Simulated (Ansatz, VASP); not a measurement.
## One calculation of Ni, two programs

INCAR

```
SYSTEM = Ni
PREC     = Accurate       ! precision mode
ENCUT    = 520            ! plane-wave cutoff, eV
EDIFF    = 1E-7           ! SCF threshold, eV
ISMEAR   = 0              ! smearing method
SIGMA    = 0.15           ! smearing width, eV
LREAL    = .FALSE.        ! projectors in reciprocal space
LASPH    = .TRUE.         ! aspherical terms in the spheres
NELM     = 150            ! most SCF steps
ALGO     = Normal         ! electronic algorithm
ISIF     = 2              ! what is computed and relaxed
LWAVE    = .FALSE.        ! write WAVECAR
LCHARG   = .TRUE.         ! write CHGCAR
ISPIN    = 2              ! spin polarisation
MAGMOM   = 0.64           ! initial moments
LORBIT   = 11             ! projections on sites
LMAXMIX  = 4              ! l up to which the mixer works
GGA      = PE             ! functional
LELF     = .TRUE.         ! ELF
LVHAR    = .TRUE.       
NBANDS   = 15             ! bands
```

File KPOINTS:

```
Automatic mesh
0
G
  30 30 30
  0 0 0
```

The input POSCAR:

```
Ni
1.0
   -1.3302278122      1.3302278122      1.4002398023
    1.3302278122     -1.3302278122      1.4002398023
    1.3302278122      1.3302278122     -1.4002398023
Ni
1
Direct
    0.0000000000      0.0000000000      0.0000000000
```

Input for Ansatz:

```yaml
crystal:
  lattice:
    - [-1.3302278122, 1.3302278122, 1.4002398023]
    - [1.3302278122, -1.3302278122, 1.4002398023]
    - [1.3302278122, 1.3302278122, -1.4002398023]
  atoms:
    - { symbol: Ni, position: [0.0, 0.0, 0.0], spin: 0.64 }
basis:
  ecutwfc: 420
kpoints:
  mp_grid: { grid: [30, 30, 30] }
hamiltonian:
  xc: pbe
scf:
  occupations: { method: gaussian, width: 0.15 }
output:
  forces: true
  stress: true
  eigenvalues: true
  populations: true
magnetization:
  spin_polarized: true
```

Change from the starting cell: strain -0.0500 x Voigt [1, 1, 0, 0, 0, 0], atoms carried along.

Alike in both runs: task single point; functional PBE; k mesh 30 × 30 × 30; occupations gaussian, width 0.15 eV; collinear spin.

```csv
,VASP,Ansatz
version,VASP 6.6.1,Ansatz 0.2.0
potentials or method,"VASP PAW PBE potentials, release 64 (Ni), cutoff 520 eV","scalar-relativistic, plane waves, PAW"
valence electrons in the cell,10,18
```

Ansatz gave:

| Property | Result |
| --- | --- |
| gap on the k mesh at the Fermi level (eV) | none |
| pressure (GPa) | 25.2 |
| traceless stress, the component that is largest in VASP (GPa) | 2.98 |
| net moment per atom (μB) | 0.48 |
| size of the moment on the site where the two differ most (μB) | 0.51 |

Task: Which values does VASP return?

Result: gap on the k mesh at the Fermi level (eV): none; pressure (GPa): 24.8; traceless stress, the component that is largest in VASP (GPa): 2.77; net moment per atom (μB): 0.47; size of the moment on the site where the two differ most (μB): 0.47.

Site moments also hang on the region over which each program counts them. A gap of «none» marks a metal or a gap that the smearing closes. VASP's potentials hold 10 valence electrons a cell and Ansatz's 18, so a difference there can come from the potentials and not from the codes.
